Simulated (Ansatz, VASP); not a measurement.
**Ta in VASP and in Ansatz**

```
Ta
1.0
     2.91958    0.00000    0.00000
    -1.45979    2.52843    0.00000
     0.00000    0.00000    5.20049
Ta
2
Direct
  0.33333 0.66667 0.25000
  0.66667 0.33333 0.75000
```

Alike in both runs: task single point; functional LDA; k mesh 11 × 11 × 5; occupations fermi-dirac, width 0.05 eV; no spin polarisation.

|  | VASP | Ansatz |
| --- | --- | --- |
| version | VASP 6.6.1 | Ansatz 0.2.0 |
| potentials or method | VASP PAW LDA potentials, release 64 (Ta_pv) | Ansatz PAW |
| plane-wave cutoff (eV) | 520 | 420 |
| valence electrons in the cell | 22 | 26 |

Ansatz gave:

| Property | Result |
| --- | --- |
| gap on the k mesh at the Fermi level (eV) | none |
| pressure (GPa) | -15.1 |
| traceless stress, the component that is largest in VASP (GPa) | 2.29 |

Task: What did VASP give for the same quantities?

Result: gap on the k mesh at the Fermi level (eV): none; pressure (GPa): -14.5; traceless stress, the component that is largest in VASP (GPa): 2.28.

LDA's correlation is that of Perdew and Zunger in VASP and of Perdew and Wang (1992) in Ansatz. A gap of «none» marks a metal or a gap that the smearing closes. VASP's potentials hold 22 valence electrons a cell and Ansatz's 26, so a difference there can come from the potentials and not from the codes.

Spin-orbit coupling is off throughout.
